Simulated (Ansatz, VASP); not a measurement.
# BAs: VASP beside Ansatz

```
B As
1.0
     0.00000    2.38850    2.43627
     2.38850    0.00000    2.43627
     2.38850    2.38850    0.00000
B As
1 1
Direct
  0.00000 0.00000 0.00000
  0.75000 0.75000 0.75000
```

Change from the starting cell: zz strain of +2 %, crystal datasets.

Alike in both runs: task electric field gradients; functional LDA; k mesh 15 × 15 × 15; occupations fermi-dirac, width 0.03 eV; no spin polarisation.

|  | VASP | Ansatz |
| --- | --- | --- |
| version | VASP 6.6.1 | Ansatz 0.2.0 |
| potentials or method | VASP PAW LDA potentials, release 64 (B, As), cutoff 520 eV | all-electron PAW with datasets made for the crystal, scalar-relativistic |

Ansatz gave:

| Property | Result |
| --- | --- |
| pressure (GPa) | -6.4 |
| traceless stress, the component that is largest in VASP (GPa) | -2.78 |
| size of Vzz on the site where it differs most (V/Å²) | 2.6 |

Q: Which values does VASP return?

A: Pressure (GPa): -5.6; traceless stress, the component that is largest in VASP (GPa): -2.77; size of Vzz on the site where it differs most (V/Å²): 2.8.

LDA's correlation is that of Perdew and Zunger in VASP and of Perdew and Wang (1992) in Ansatz. Ansatz ran all-electron here, and VASP with PAW potentials.
